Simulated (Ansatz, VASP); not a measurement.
Two plane-wave programs on NaF

The input INCAR:

```
PREC = Accurate ; ENCUT = 600
EDIFF = 1E-6 ; ISMEAR = -5
SIGMA = 0.1 ; LREAL = False
LASPH = True ; NELM = 120
ALGO = Normal ; ISIF = 2
LWAVE = False ; LCHARG = False
GGA = PE ; NBANDS = 14
GGA_COMPAT = False
```

File KPOINTS:

```
regular mesh
0
Gamma
  8 8 8
```

File POSCAR:

```
NaF
1.0
    0.0000000000      2.2858943317      2.2858943317
    2.2858943317      0.0000000000      2.2858943317
    2.2858943317      2.2858943317      0.0000000000
Na F
1 1
Direct
    0.0000000000      0.0000000000      0.0000000000
    0.5000000000      0.5000000000      0.5000000000
```

Input for Ansatz:

```yaml
crystal:
  lattice:
    - [0.0, 2.2858943317, 2.2858943317]
    - [2.2858943317, 0.0, 2.2858943317]
    - [2.2858943317, 2.2858943317, 0.0]
  atoms:
    - { symbol: Na, position: [0.0, 0.0, 0.0] }
    - { symbol: F, position: [0.5, 0.5, 0.5] }
basis:
  ecutwfc: "39 Ry"
kpoints:
  mp_grid: { grid: [8, 8, 8] }
hamiltonian:
  xc: pbe
scf:
  occupations: { method: tetrahedron }
output:
  forces: true
  stress: true
  eigenvalues: true
```

Alike in both runs: task single point; functional PBE; k mesh 8 × 8 × 8; occupations tetrahedron; no spin polarisation.

|  | VASP | Ansatz |
| --- | --- | --- |
| version | VASP 6.6.1 | Ansatz 0.2.0 |
| potentials or method | VASP PAW PBE potentials, release 64 (Na_pv, F), cutoff 600 eV | scalar-relativistic, plane waves, PAW |
| valence electrons in the cell | 14 | 16 |

Ansatz gave:

```
gap on the k mesh at the Fermi level (eV) : 6.54
least direct gap on the mesh (eV)         : 6.54
pressure (GPa)                            : 4.5
```

Task: Which values does VASP return?

Result: gap on the k mesh at the Fermi level (eV): 6.53; least direct gap on the mesh (eV): 6.53; pressure (GPa): 4.3.

The functional is the same, so the differences come from potentials, cutoffs and numerics. VASP's potentials hold 14 valence electrons a cell and Ansatz's 16, so a difference there can come from the potentials and not from the codes. Ansatz's warnings: band table not solved further, tetrahedron derivatives may miss energy slope.
